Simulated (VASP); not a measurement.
# Na4Au (Im-3m) in VASP: notebook

The runs below take Na4Au through single point, relaxation of cell and atoms, with PBE.

Program: VASP 6.6.1. These are calculated values, not measurements. Logs are shortened: lines on timing, memory, paths and dates and some standing lists are left out, and cuts for length are marked.

### 1 The cell of the first run

It takes space group Im-3m (No. 229, cubic). The conventional cell has a = 6.961 Å, b = 6.961 Å, c = 6.961 Å, α = 90.00°, β = 90.00°, γ = 90.00°. Within 4.0 Å of Na (site symmetry -3m) lie 2 Au at 3.01 Å and 6 Na at 3.48 Å. Na (site symmetry -3m) has 2 Au at 3.01 Å and 6 Na at 3.48 Å within 4.0 Å. Within 4.0 Å of Au (site symmetry m-3m) lie 8 Na at 3.01 Å.

### 2 Single point, PBE

Input file INCAR:

```
  ALGO = Fast
  EDIFF = 1E-6
  ENCUT = 520
  GGA = PE
  ISIF = 2
  ISMEAR = 0
  LASPH = T
  LCHARG = F
  LREAL = F
  LWAVE = F
  NBANDS = 50
  NELM = 60
  PREC = Accurate
  SIGMA = 0.1
```

Input file KPOINTS:

```
k-points
0
Gamma
  4 4 2
```

Input file POSCAR:

```
Na4Au
1.0
    3.4807442583     -3.4807442583      3.4807442583
    3.4807442583      3.4807442583     -3.4807442583
    0.0000000000      6.9614885166      6.9614885166
Na Au
8 2
Direct
    0.2500000000      0.2500000000      0.2500000000
    0.7500000000      0.7500000000      0.7500000000
    0.0000000000      0.5000000000      0.0000000000
    0.5000000000      1.0000000000      0.5000000000
    0.5000000000      0.0000000000      1.0000000000
    1.0000000000      0.5000000000      0.5000000000
    0.7500000000      0.7500000000      0.2500000000
    0.2500000000      0.2500000000      0.7500000000
    0.0000000000      0.0000000000      0.0000000000
    0.5000000000      0.5000000000      0.5000000000
```

Potentials or basis: VASP PAW PBE potentials, release 64 (Na_pv, Au).

Started as:

```console
> cat potpaw_PBE.64/Na_pv/POTCAR potpaw_PBE.64/Au/POTCAR > POTCAR
> mpirun -np 1 vasp_std > vasp.out
```

OUTCAR:

```text
EDIFF = 1E-6
   ENCUT = 520
   GGA = PE
   ISIF = 2
   ISMEAR = 0
   LASPH = T
   LREAL = F
   NELM = 60
   PREC = Accurate

 ion  position               nearest neighbor table
   1  0.250  0.250  0.250-   9 3.01  10 3.01
   2  0.750  0.750  0.750-   9 3.01  10 3.01
   3  0.000  0.500  0.000-   9 3.01   9 3.01
   4  0.500  0.000  0.500-  10 3.01  10 3.01
   5  0.500  0.000  0.000-   9 3.01   9 3.01
   6  0.000  0.500  0.500-  10 3.01  10 3.01
   7  0.750  0.750  0.250-   9 3.01  10 3.01
   8  0.250  0.250  0.750-   9 3.01  10 3.01
   9  0.000  0.000  0.000-   1 3.01   2 3.01   3 3.01   5 3.01   7 3.01   8 3.01   3 3.01   5 3.01

  10  0.500  0.500  0.500-   1 3.01   2 3.01   4 3.01   6 3.01   7 3.01   8 3.01   4 3.01   6 3.01

  LATTYP: Found a base centered orthorhombic cell.
 ALAT       =     6.9614885166
 B/A-ratio  =     1.4142135624
 C/A-ratio  =     1.4142135624

  Lattice vectors:

 A1 = (   3.4807442583,  -3.4807442583,   3.4807442583)
 A2 = (   3.4807442583,   3.4807442583,  -3.4807442583)
 A3 = (   0.0000000000,   6.9614885166,   6.9614885166)

Analysis of symmetry for initial positions (statically):
=====================================================================
 Subroutine PRICEL returns following result:

  LATTYP: Found a body centered cubic cell.
 ALAT       =     6.9614885166

  Lattice vectors:

 A1 = (  -3.4807442583,  -3.4807442583,   3.4807442583)
 A2 = (   3.4807442583,  -3.4807442583,  -3.4807442583)
 A3 = (   3.4807442583,   3.4807442583,   3.4807442583)

   2 primitive cells build up your supercell.

 Routine SETGRP: Setting up the symmetry group for a
 base centered orthorhombic supercell.

 Subroutine GETGRP returns: Found  8 space group operations
 (whereof  8 operations were pure point group operations)
 out of a pool of  8 trial point group operations.

The static configuration has the point symmetry D_2h.

Analysis of symmetry for dynamics (positions and initial velocities):
=====================================================================
 Subroutine PRICEL returns following result:

  LATTYP: Found a body centered cubic cell.
 ALAT       =     6.9614885166

  Lattice vectors:

 A1 = (  -3.4807442583,  -3.4807442583,   3.4807442583)
 A2 = (   3.4807442583,  -3.4807442583,  -3.4807442583)
 A3 = (   3.4807442583,   3.4807442583,   3.4807442583)

   2 primitive cells build up your supercell.

 Routine SETGRP: Setting up the symmetry group for a
 base centered orthorhombic supercell.

 Subroutine GETGRP returns: Found  8 space group operations
 (whereof  8 operations were pure point group operations)
 out of a pool of  8 trial point group operations.

The dynamic configuration has the point symmetry D_2h.

 Subroutine INISYM returns: Found  8 space group operations
 (whereof  8 operations are pure point group operations),
 and found     2 'primitive' translations

----------------------------------------------------------------------------------------

                                     Primitive cell

  volume of cell :     168.6850

  direct lattice vectors                    reciprocal lattice vectors
    -3.480744258 -3.480744258  3.480744258     0.000000000 -0.143647439  0.143647439
     3.480744258 -3.480744258 -3.480744258     0.143647439 -0.143647439  0.000000000
     3.480744258  3.480744258  3.480744258     0.143647439  0.000000000  0.143647439

  length of vectors
     6.028825904  6.028825904  6.028825904     0.203148157  0.203148157  0.203148157

  position of ions in fractional coordinates (direct lattice)
     0.000000000  0.000000000  0.500000000
     0.500000000  0.000000000  1.000000000
     0.500000000  0.500000000  0.500000000
     0.000000000  0.500000000  0.000000000
     0.000000000  0.000000000  0.000000000

  ion indices of the primitive-cell ions
   primitive index   ion index
                 1           1
                 2           3
                 3           5
                 4           8
                 5           9

----------------------------------------------------------------------------------------

 KPOINTS: k-points

Automatic generation of k-mesh.
 Grid dimensions read from file:
 generate k-points for:    4    4    2

 Generating k-lattice:

  Cartesian coordinates                     Fractional coordinates (reciprocal lattice)
     0.035911860 -0.017955930  0.017955930     0.250000000  0.000000000  0.000000000
     0.035911860  0.017955930 -0.017955930     0.000000000  0.250000000  0.000000000
     0.000000000  0.035911860  0.035911860     0.000000000  0.000000000  0.500000000

  Length of vectors
     0.043982866  0.043982866  0.050787039

  Shift w.r.t. Gamma in fractional coordinates (k-lattice)
     0.000000000  0.000000000  0.000000000

 Subroutine IBZKPT returns following result:
 ===========================================

 Found     14 irreducible k-points:

 Following reciprocal coordinates:
            Coordinates               Weight
  0.000000  0.000000  0.000000      1.000000
  0.250000  0.000000  0.000000      4.000000
  0.500000  0.000000  0.000000      2.000000
  0.250000  0.250000  0.000000      2.000000
  0.500000  0.250000  0.000000      4.000000
 -0.250000  0.250000  0.000000      2.000000
  0.500000  0.500000  0.000000      1.000000
  0.000000  0.000000  0.500000      1.000000
  0.250000  0.000000  0.500000      4.000000
  0.500000  0.000000  0.500000      2.000000
  0.250000  0.250000  0.500000      2.000000
  0.500000  0.250000  0.500000      4.000000
 -0.250000  0.250000  0.500000      2.000000
  0.500000  0.500000  0.500000      1.000000
   k-points           NKPTS =     14   k-points in BZ     NKDIM =     14   number of bands    NBANDS=     50
   number of dos      NEDOS =    301   number of ions     NIONS =     10
   total plane-waves  NPLWV = 184320
   dimension x,y,z NGX =    48 NGY =   48 NGZ =   80
   dimension x,y,z NGXF=    96 NGYF=   96 NGZF=  160
   ions per type =               8   2
   NGX,Y,Z   is equivalent  to a cutoff of  13.24, 13.24, 13.51 a.u.
   NGXF,Y,Z  is equivalent  to a cutoff of  26.47, 26.47, 27.02 a.u.
 SYSTEM =  unknown system
   PREC   = accura    normal or accurate (medium, high low for compatibility)
   ISTART =      0    job   : 0-new  1-cont  2-samecut
   ICHARG =      2    charge: 1-file 2-atom 10-const
   ISPIN  =      1    spin polarized calculation?
   LNONCOLLINEAR =      F non collinear calculations
   LSORBIT =      F    spin-orbit coupling
   LASPH  =      T    aspherical Exc in radial PAW
   ENCUT  =  520.0 eV  38.22 Ry    6.18 a.u.  11.21 11.21 18.31*2*pi/ulx,y,z
   NELM   =     60;   NELMIN=  2; NELMDL= -5     # of ELM steps
   EDIFF  = 0.1E-05   stopping-criterion for ELM
   LREAL  =      F    real-space projection
   EDIFFG = 0.1E-04   stopping-criterion for IOM
   NSW    =      0    number of steps for IOM
   IBRION =     -1    ionic relax: 0-MD 1-quasi-New 2-CG
   NFREE  =      0    steps in history (QN), initial steepest desc. (CG)
   ISIF   =      2    stress and relaxation
   ISYM   =      2    0-nonsym 1-usesym 2-fastsym
   POTIM  = 0.5000    time-step for ionic-motion
   TEBEG  =    0.0;   TEEND  =   0.0 temperature during run
   PSTRESS=    0.0 pullay stress
   NELECT =      78.0000    total number of electrons
   NUPDOWN=      -1.0000    fix difference up-down
   EMIN   =  10.00;   EMAX   =-10.00  energy-range for DOS
   EFERMI =   0.00;   METHOD = LEGACY
   ISMEAR =     0;   SIGMA  =   0.10  broadening in eV -4-tet -1-fermi 0-gaus
   EFERMI_NEDOS =   21; number of points for ismear=-14 and -15
   IALGO  =     68    algorithm
   IMIX   =      4    mixing-type and parameters
     AMIX     =   0.40;   BMIX     =  1.00
     AMIX_MAG =   1.60;   BMIX_MAG =  1.00
  volume/ion in A,a.u.               =      33.74       227.67
  Fermi-wavevector in a.u.,A,eV,Ry     =   1.004780  1.898759 13.736205  1.009583
  Thomas-Fermi vector in A             =   2.137417
   LORBIT       =      0    0 simple, 1 ext, 2 COOP (PROOUT), +10 PAW based schemes
   GGA     = PE    functional components
   LHFCALC =     F    Hartree Fock is set to
   AEXX    =    0.0000 exact exchange contribution
   IVDW    =     0    specifies the selected vdW correction
   LEPSILON=     F    determine dielectric tensor
   LRPA    =     F    only Hartree local field effects (RPA)
 non-spin polarized calculation
 RMM-DIIS sequential band-by-band and
 Gauss-broadening in eV      SIGMA  =   0.10
  energy-cutoff  :      520.00
  volume of cell :      337.37
 maximum number of plane-waves:      9124
 NGX is ok and might be reduce to    48

 number of electron      77.9999949 magnetization

 Free energy of the ion-electron system (eV)
  ---------------------------------------------------
  ext. energy  EPLUGINS =         0.00000000
  ---------------------------------------------------
  free energy    TOTEN  =       -18.14317899 eV

  energy without entropy =      -18.12960169  energy(sigma->0) =      -18.13639034

 E-fermi :   0.9161     XC(G=0):  -7.0123

 val. band max:        0.7113372127   @ k =   0.5000   0.5000   0.0000
 cond. band min:       0.9309253724   @ k =   0.5000   0.2500   0.0000
 fundamental gap:      0.2195881597
 Fermi energy:         0.9160753588

 k-point     1 :       0.0000    0.0000    0.0000
  band No.  band energies     occupation
      1     -23.8064      2.00000
      2     -23.8044      2.00000
      3     -23.8040      2.00000
      4     -23.8031      2.00000
      5     -23.7983      2.00000
      6     -23.7898      2.00000
[... 42 lines left out ...]
     49       4.5367      0.00000
     50       4.5537      0.00000

 k-point     2 :       0.2500    0.0000    0.0000
  band No.  band energies     occupation
      1     -23.8035      2.00000
      2     -23.8027      2.00000
      3     -23.8009      2.00000
      4     -23.8006      2.00000
      5     -23.7954      2.00000
      6     -23.7925      2.00000
[... 628 lines left out ...]
 k-point    14 :       0.5000    0.5000    0.5000
  band No.  band energies     occupation
      1     -23.8075      2.00000
      2     -23.8075      2.00000
      3     -23.8030      2.00000
      4     -23.8030      2.00000
      5     -23.7950      2.00000
      6     -23.7950      2.00000
[... 42 lines left out ...]
     49       4.5137      0.00000
     50       4.5137      0.00000

------------------------ aborting loop because EDIFF is reached ----------------------------------------

  FORCE on cell =-STRESS in cart. coord.  units (eV):
  Direction    XX          YY          ZZ          XY          YZ          ZX
  --------------------------------------------------------------------------------------
  -------------------------------------------------------------------------------------
  Total       -0.6386462      0.0444589      0.0444589      0.0000000     -0.5116733      0.0000000
  in kB       -3.0329455      0.2111363      0.2111363      0.0000000     -2.4299484      0.0000000
  external PRESSURE =      -0.8702243 kB  Pullay stress =       0.0000000 kB

 VOLUME and BASIS-vectors are now :
 -----------------------------------------------------------------------------
  energy-cutoff  :      520.00
  volume of cell :      337.37
      direct lattice vectors                 reciprocal lattice vectors
     3.480744258 -3.480744258  3.480744258     0.143647439 -0.071823720  0.071823720
     3.480744258  3.480744258 -3.480744258     0.143647439  0.071823720 -0.071823720
     0.000000000  6.961488517  6.961488517     0.000000000  0.071823720  0.071823720

 POSITION                                       TOTAL-FORCE (eV/Angst)
 -----------------------------------------------------------------------------------
      1.74037      1.74037      1.74037        -0.000000     -0.000000      0.000000
      5.22112      5.22112      5.22112        -0.000000     -0.000000      0.000000
      1.74037      1.74037     -1.74037        -0.000000      0.000000     -0.000000
      1.74037      1.74037      5.22112        -0.000000     -0.000000     -0.000000
      1.74037     -1.74037      1.74037        -0.000000     -0.000000     -0.000000
      1.74037      5.22112      1.74037        -0.000000      0.000000      0.000000
      5.22112      1.74037      1.74037        -0.000000     -0.000000     -0.000000
      1.74037      5.22112      5.22112        -0.000000      0.000000     -0.000000
      0.00000      0.00000      0.00000         0.000000      0.000000      0.000000
      3.48074      3.48074      3.48074         0.000000      0.000000      0.000000
 -----------------------------------------------------------------------------------
    total drift:                                0.000000      0.000000      0.000000

  FREE ENERGIE OF THE ION-ELECTRON SYSTEM (eV)
  ---------------------------------------------------
  free  energy   TOTEN  =       -18.1431789872 eV

  energy  without entropy=      -18.1296016885  energy(sigma->0) =      -18.13639034
```

Wall time 6.5 min (1 thread of AMD EPYC 9755, shared host); peak memory 0.5 GiB.

Results:

```yaml
Free_energy: -18.1432 eV
Pressure: -0.1 GPa
Band_gap_on_the_k_mesh: zero (band 39 reaches 2.19 eV, above the bottom of band 40 at 0.27 eV)
```

Caveat: spin-orbit coupling is left out, which moves the levels of the heavy elements.

### 3 Relaxation of cell and atoms, PBE

This run uses another cell than the first one: it holds 5 atoms, not 10.

Input file INCAR:

```
SYSTEM = Na4Au
PREC = Accurate
ENCUT = 600
EDIFF = 1E-6
ISMEAR = 0
SIGMA = 0.1
LREAL = .False.
LASPH = .True.
NELM = 100
ALGO = Fast
ISIF = 3
LWAVE = .False.
LCHARG = .False.
GGA = PE
IBRION = 2
NSW = 100
EDIFFG = -0.01
```

Input file KPOINTS:

```
Automatic mesh
0
Gamma
  8 8 8
  0 0 0
```

Input file POSCAR:

```
Na4Au
1.0
   -3.4807442583      3.4807442583      3.4807442583
    3.4807442583     -3.4807442583      3.4807442583
    3.4807442583      3.4807442583     -3.4807442583
Na Au
4 1
Direct
    0.5000000000      0.5000000000      0.5000000000
    0.0000000000      0.0000000000      0.5000000000
    0.0000000000      0.5000000000      0.0000000000
    0.5000000000      0.0000000000      0.0000000000
    0.0000000000      0.0000000000      0.0000000000
```

Potentials or basis: VASP PAW PBE potentials, release 64 (Na_pv, Au).

Started as:

```console
> cat potpaw_PBE.64/Na_pv/POTCAR potpaw_PBE.64/Au/POTCAR > POTCAR
> mpirun -np 1 vasp_std > vasp.out
```

It took 3.1 min on 1 thread of AMD EPYC 9755, shared host; peak memory 0.37 GiB.

The run converged. Its results:

```
Free energy             : -9.0151 eV
Pressure after relaxing : 0.0 GPa
```

Final structure:
```
Na Au
1.0
    -3.48074    3.48074    3.48074
     3.48074   -3.48074    3.48074
     3.48074    3.48074   -3.48074
Na Au
4 1
Direct
  0.50000 0.50000 0.50000
  0.00000 0.00000 0.50000
  0.00000 0.50000 0.00000
  0.50000 0.00000 0.00000
  0.00000 0.00000 0.00000
```

Levels at points of the mesh, in eV from the Fermi level:
```tsv
k point	band 17	band 18	band 19	band 20	band 21	band 22
(0.00, 0.00, 0.00)	-3.84	-3.84	0.48	1.66	1.66	1.66
(0.50, 0.00, 0.00)	-3.83	-3.71	-1.61	0.83	0.85	1.06
(0.50, 0.50, 0.50)	-3.88	-3.39	-0.31	-0.31	-0.31	0.53
```

Caveat: the relaxation stopped at its first step, so nothing moved; spin-orbit coupling is left out, which moves the levels of the heavy elements.
